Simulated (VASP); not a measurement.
# Mg (Fm-3m) in VASP: further runs

The runs below take Mg through relaxation of cell and atoms, single point, with PBE.

All numbers are computed with VASP 6.6.1; they aren't measurements. Logs are shortened: lines on timing, memory, paths and dates and some standing lists are left out, and cuts for length are marked.

### 1 The cell of the first run

It takes space group Fm-3m (No. 225, cubic). Conventional cell: a = 4.724 Å, b = 4.724 Å, c = 4.724 Å, α = 90.00°, β = 90.00°, γ = 90.00°. Within 4.4 Å of Mg (site symmetry m-3m) lie 12 Mg at 3.34 Å.

This isn't the form of Mg at room conditions, which is hcp.

### 2 Relaxation of cell and atoms, PBE

INCAR

```
ALGO = Normal
EDIFF = 1E-7
EDIFFG = -0.01
ENCUT = 600
GGA = PE
GGA_COMPAT = F
IBRION = 2
ISIF = 3
ISMEAR = 0
LASPH = T
LCHARG = F
LREAL = F
LWAVE = F
NELM = 120
NELMIN = 4
NSW = 80
PREC = Accurate
SIGMA = 0.1
```

KPOINTS

```
k-points
0
Gamma
  16 16 16
```

POSCAR

```
Mg
1.0
    0.0000000000      2.3620884568      2.3620884568
    2.3620884568      0.0000000000      2.3620884568
    2.3620884568      2.3620884568      0.0000000000
Mg
1
Direct
    0.0000000000      0.0000000000      0.0000000000
```

Potentials or basis: VASP PAW PBE potentials, release 64 (Mg).

The run is started by

```sh
$ cat potpaw_PBE.64/Mg/POTCAR > POTCAR
$ mpirun -np 1 vasp_std > vasp.out
```

OUTCAR:

```text
EDIFF = 1E-7
   EDIFFG = -0.01
   ENCUT = 600
   GGA = PE
   IBRION = 2
   ISIF = 3
   ISMEAR = 0
   LASPH = T
   LREAL = F
   NELM = 120
   NELMIN = 4
   NSW = 80
   PREC = Accurate

 ion  position               nearest neighbor table
   1  0.000  0.000  0.000-

  LATTYP: Found a face centered cubic cell.
 ALAT       =     4.7241769136

  Lattice vectors:

 A1 = (   0.0000000000,   2.3620884568,   2.3620884568)
 A2 = (   2.3620884568,   0.0000000000,   2.3620884568)
 A3 = (   2.3620884568,   2.3620884568,   0.0000000000)

Analysis of symmetry for initial positions (statically):
=====================================================================
 Subroutine PRICEL returns:
 Original cell was already a primitive cell.

 Routine SETGRP: Setting up the symmetry group for a
 face centered cubic supercell.

 Subroutine GETGRP returns: Found 48 space group operations
 (whereof 48 operations were pure point group operations)
 out of a pool of 48 trial point group operations.

The static configuration has the point symmetry O_h .

Analysis of symmetry for dynamics (positions and initial velocities):
=====================================================================
 Subroutine PRICEL returns:
 Original cell was already a primitive cell.

 Routine SETGRP: Setting up the symmetry group for a
 face centered cubic supercell.

 Subroutine GETGRP returns: Found 48 space group operations
 (whereof 48 operations were pure point group operations)
 out of a pool of 48 trial point group operations.

The dynamic configuration has the point symmetry O_h .

 Subroutine INISYM returns: Found 48 space group operations
 (whereof 48 operations are pure point group operations),
 and found     1 'primitive' translations

----------------------------------------------------------------------------------------

                                     Primitive cell

  volume of cell :      26.3584

  direct lattice vectors                    reciprocal lattice vectors
     0.000000000  2.362088457  2.362088457    -0.211677085  0.211677085  0.211677085
     2.362088457  0.000000000  2.362088457     0.211677085 -0.211677085  0.211677085
     2.362088457  2.362088457  0.000000000     0.211677085  0.211677085 -0.211677085

  length of vectors
[... 82 lines left out ...]
   EDIFFG = -.1E-01   stopping-criterion for IOM
   NSW    =     80    number of steps for IOM
   IBRION =      2    ionic relax: 0-MD 1-quasi-New 2-CG
   NFREE  =      1    steps in history (QN), initial steepest desc. (CG)
   ISIF   =      3    stress and relaxation
   ISYM   =      2    0-nonsym 1-usesym 2-fastsym
   POTIM  = 0.5000    time-step for ionic-motion
   TEBEG  =    0.0;   TEEND  =   0.0 temperature during run
   PSTRESS=    0.0 pullay stress
   NELECT =       2.0000    total number of electrons
   NUPDOWN=      -1.0000    fix difference up-down
   EMIN   =  10.00;   EMAX   =-10.00  energy-range for DOS
   EFERMI =   0.00;   METHOD = LEGACY
   ISMEAR =     0;   SIGMA  =   0.10  broadening in eV -4-tet -1-fermi 0-gaus
   EFERMI_NEDOS =   21; number of points for ismear=-14 and -15
   IALGO  =     38    algorithm
   IMIX   =      4    mixing-type and parameters
     AMIX     =   0.40;   BMIX     =  1.00
     AMIX_MAG =   1.60;   BMIX_MAG =  1.00
  volume/ion in A,a.u.               =      26.36       177.88
  Fermi-wavevector in a.u.,A,eV,Ry     =   0.693073  1.309717  6.535552  0.480350
  Thomas-Fermi vector in A             =   1.775183
   LORBIT       =      0    0 simple, 1 ext, 2 COOP (PROOUT), +10 PAW based schemes
   GGA     = PE    functional components
   LHFCALC =     F    Hartree Fock is set to
   AEXX    =    0.0000 exact exchange contribution
   IVDW    =     0    specifies the selected vdW correction
   LEPSILON=     F    determine dielectric tensor
   LRPA    =     F    only Hartree local field effects (RPA)
 conjugate gradient relaxation of ions
 non-spin polarized calculation
 Gauss-broadening in eV      SIGMA  =   0.10
  energy-cutoff  :      600.00
  volume of cell :       26.36
 maximum number of plane-waves:       903
   NGX = 13   NGY = 13   NGZ = 13

--------------------------------------- Ionic step        1  -------------------------------------------

 number of electron       2.0000000 magnetization

 Free energy of the ion-electron system (eV)
  ---------------------------------------------------
  ext. energy  EPLUGINS =         0.00000000
  ---------------------------------------------------
  free energy    TOTEN  =        -1.45053623 eV

  energy without entropy =       -1.44762236  energy(sigma->0) =       -1.44907929

------------------------ aborting loop because EDIFF is reached ----------------------------------------

  FORCE on cell =-STRESS in cart. coord.  units (eV):
  Direction    XX          YY          ZZ          XY          YZ          ZX
  --------------------------------------------------------------------------------------
  -------------------------------------------------------------------------------------
  Total       -0.6028230     -0.6028230     -0.6028230     -0.0000000     -0.0000000      0.0000000
  in kB      -36.6422347    -36.6422347    -36.6422347     -0.0000000     -0.0000000      0.0000000
  external PRESSURE =     -36.6422347 kB  Pullay stress =       0.0000000 kB
[... 92 lines left out ...]
--------------------------------------- Ionic step        4  -------------------------------------------

 number of electron       2.0000000 magnetization

 Free energy of the ion-electron system (eV)
  ---------------------------------------------------
  ext. energy  EPLUGINS =         0.00000000
  ---------------------------------------------------
  free energy    TOTEN  =        -1.49304950 eV

  energy without entropy =       -1.49024404  energy(sigma->0) =       -1.49164677

 E-fermi :   2.5923     XC(G=0):  -8.4807

 val. band max:        2.5500992513   @ k =  -0.3750   0.1875   0.0625
 cond. band min:       2.5924986362   @ k =  -0.4375   0.4375   0.0000
 fundamental gap:      0.0423993848
 Fermi energy:         2.5922590971

 k-point     1 :       0.0000    0.0000    0.0000
  band No.  band energies     occupation
      1      -4.3023      2.00000
      2      14.9400      0.00000
      3      14.9400      0.00000
      4      14.9400      0.00000
      5      16.8527      0.00000
[... 177 lines left out ...]
 k-point    24 :      -0.0625    0.0625    0.0000
  band No.  band energies     occupation
      1      -4.0714      2.00000
      2      12.6238      0.00000
      3      13.4286      0.00000
      4      15.1645      0.00000
      5      17.0205      0.00000

 [... further k-points ...]
[... 5 lines left out ...]
  --------------------------------------------------------------------------------------
  -------------------------------------------------------------------------------------
  Total        0.0011108      0.0011108      0.0011108     -0.0000000     -0.0000000      0.0000000
  in kB        0.0772480      0.0772480      0.0772480     -0.0000000     -0.0000000      0.0000000
  external PRESSURE =       0.0772480 kB  Pullay stress =       0.0000000 kB
[... 16 lines left out ...]
  FREE ENERGIE OF THE ION-ELECTRON SYSTEM (eV)
  ---------------------------------------------------
  free  energy   TOTEN  =        -1.4930494975 eV

  energy  without entropy=       -1.4902440372  energy(sigma->0) =       -1.49164677

 reached required accuracy - stopping structural energy minimisation
```

OSZICAR:

```text
N       E                     dE             d eps       ncg     rms          rms(c)
DAV:   1    -0.572706547273E+00   -0.57271E+00   -0.76486E+02  1515   0.294E+02
DAV:   2    -0.145227262980E+01   -0.87957E+00   -0.83028E+00  1785   0.156E+01
DAV:   3    -0.145745104071E+01   -0.51784E-02   -0.51742E-02  1910   0.148E+00
[... 26 lines left out ...]
       N       E                     dE             d eps       ncg     rms          rms(c)
DAV:   1    -0.149304989964E+01   -0.43472E-04   -0.34075E-04  1815   0.997E-02    0.592E-03
DAV:   2    -0.149304958039E+01    0.31925E-06   -0.11425E-06  1535   0.960E-03    0.380E-03
DAV:   3    -0.149304952534E+01    0.55045E-07   -0.10232E-07  1675   0.262E-03    0.174E-04
DAV:   4    -0.149304949749E+01    0.27853E-07   -0.91047E-10   800   0.226E-04
   4 F= -.14930495E+01 E0= -.14916468E+01  d E =-.425133E-01
```

Wall time 42 s (1 thread of Intel Xeon Platinum 8259CL at 2.50GHz (Skylake/Cascade Lake), shared host); peak memory 0.18 GiB.

What came out:

* Free energy: -1.4930 eV
* Relaxed volume: 23.04 Å³/atom
* Relaxed cell: a = 3.194 Å, b = 3.194 Å, c = 3.194 Å, α = 60.00°, β = 60.00°, γ = 60.00°
* Space group after relaxing (to 0.1 Å): Fm-3m (No. 225)
* Energy gained by relaxing: 42.5 meV/atom
* Ionic steps: 4
* Pressure after relaxing: 0.0 GPa
* Band gap on the k mesh: zero (bands 1 and 2 overlap by 2.73 eV)

Step by step:
| step | energy change (eV) | largest force (eV/Å) | pressure (GPa) | volume (Å³) |
| --- | --- | --- | --- | --- |
| 1 | 0.0000 | 0.0000 | -3.66 | 26.36 |
| 2 | -0.0373 | 0.0000 | -1.50 | 24.12 |
| 3 | -0.0425 | 0.0000 | -0.14 | 23.14 |
| 4 | -0.0425 | 0.0000 | 0.01 | 23.04 |

Final structure:
```
Mg
1.0
     0.00000    2.25846    2.25846
     2.25846    0.00000    2.25846
     2.25846    2.25846    0.00000
Mg
1
Direct
  0.00000 0.00000 0.00000
```

### 3 Single point, PBE

This run uses another cell than the first one, of 23.15 Å³/atom.

INCAR

```
SYSTEM = Mg
ALGO = Normal
EDIFF = 1E-6
ENCUT = 520
GGA = PE
ISIF = 2
ISMEAR = 0
LASPH = .True.
LCHARG = .False.
LREAL = .False.
LWAVE = .False.
NBANDS = 7
NELM = 100
PREC = Accurate
SIGMA = 0.1
```

KPOINTS

```
k-points
0
Gamma
  16 16 16
  0 0 0
```

POSCAR

```
Mg
1.0
    0.0000000000      2.2619243612      2.2619243612
    2.2619243612      0.0000000000      2.2619243612
    2.2619243612      2.2619243612      0.0000000000
Mg
1
Direct
    0.0000000000      0.0000000000      0.0000000000
```

Potentials or basis: VASP PAW PBE potentials, release 64 (Mg).

The run is started by

```sh
$ cat potpaw_PBE.64/Mg/POTCAR > POTCAR
$ mpirun -np 1 vasp_std > vasp.out
```

Run time: 5.3 s. Hardware: 1 thread of Intel Xeon 6975P-C (Granite Rapids), shared host; peak memory 0.15 GiB.

It converged, with:

```
Free energy            : -1.4930 eV
Pressure               : -0.2 GPa
Band gap on the k mesh : zero (bands 1 and 2 overlap by 2.73 eV)
```

Levels at points of the mesh, in eV from the Fermi level:
```tsv
k point	band 1	band 2	band 3	band 4
(0.00, 0.00, 0.00)	-6.88	12.32	12.32	12.32
(0.50, 0.00, 0.00)	-1.68	-1.28	11.23	11.23
(0.50, 0.50, 0.00)	-0.21	0.80	6.09	6.91
```

### 4 Relaxation of cell and atoms, PBE

This run uses another cell than the first one, of 23.15 Å³/atom.

INCAR

```
  PREC = Accurate
  ENCUT = 600
  EDIFF = 1E-7
  ISMEAR = 0
  SIGMA = 0.1
  LREAL = False
  LASPH = True
  NELM = 100
  ALGO = Fast
  ISIF = 3
  LWAVE = False
  LCHARG = False
  GGA = PE
  IBRION = 2
  NSW = 80
  EDIFFG = -0.01
```

KPOINTS

```
regular mesh
0
Gamma
  16 16 16
```

POSCAR is that of step 3.

The run is started by

```sh
$ cat potpaw_PBE.64/Mg/POTCAR > POTCAR
$ mpirun -np 1 vasp_std > vasp.out
```

Run time: 11 s. Hardware: 1 thread of Intel Xeon 6975P-C (Granite Rapids), shared host; peak memory 0.17 GiB.

Results (log left out):

- Free energy: -1.4930 eV
- Relaxed volume: 23.07 Å³/atom
- Relaxed cell: a = 3.195 Å, b = 3.195 Å, c = 3.195 Å, α = 60.00°, β = 60.00°, γ = 60.00°
- Space group after relaxing (to 0.1 Å): Fm-3m (No. 225)
- Energy gained by relaxing: 0.0 meV/atom
- Ionic steps: 2
- Pressure after relaxing: 0.0 GPa
- Band gap on the k mesh: zero (bands 1 and 2 overlap by 2.73 eV)

Final structure:
```
CELL_PARAMETERS angstrom
0.00000 2.25945 2.25945
2.25945 0.00000 2.25945
2.25945 2.25945 0.00000
ATOMIC_POSITIONS crystal
Mg 0.00000 0.00000 0.00000
```

Levels at points of the mesh, in eV from the Fermi level:
```tsv
k point	band 1	band 2	band 3	band 4
(0.00, 0.00, 0.00)	-6.89	12.34	12.34	12.34
(0.50, 0.00, 0.00)	-1.68	-1.28	11.25	11.25
(0.50, 0.50, 0.00)	-0.21	0.81	6.09	6.93
```

### 5 The runs side by side

```csv
task,cell,cutoff (eV),gap on the mesh (eV),pressure (GPa),relaxed volume (Å³/atom)
relaxation of cell and atoms,"relaxed from a = 3.340 Å, angles 60.0°, 1 atom",600,none,0.0,23.04
single point,"a = 3.199 Å, angles 60.0°, 1 atom",520,none,-0.2,-
relaxation of cell and atoms,"relaxed from a = 3.199 Å, angles 60.0°, 1 atom",600,none,0.0,23.07
```

Alike in all rows: level PBE; potentials or basis VASP PAW PBE potentials, release 64 (Mg); no spin polarisation; k mesh 16 × 16 × 16; smearing gaussian 0.1 eV.

Absolute energies hang on the potentials; compare differences alone.
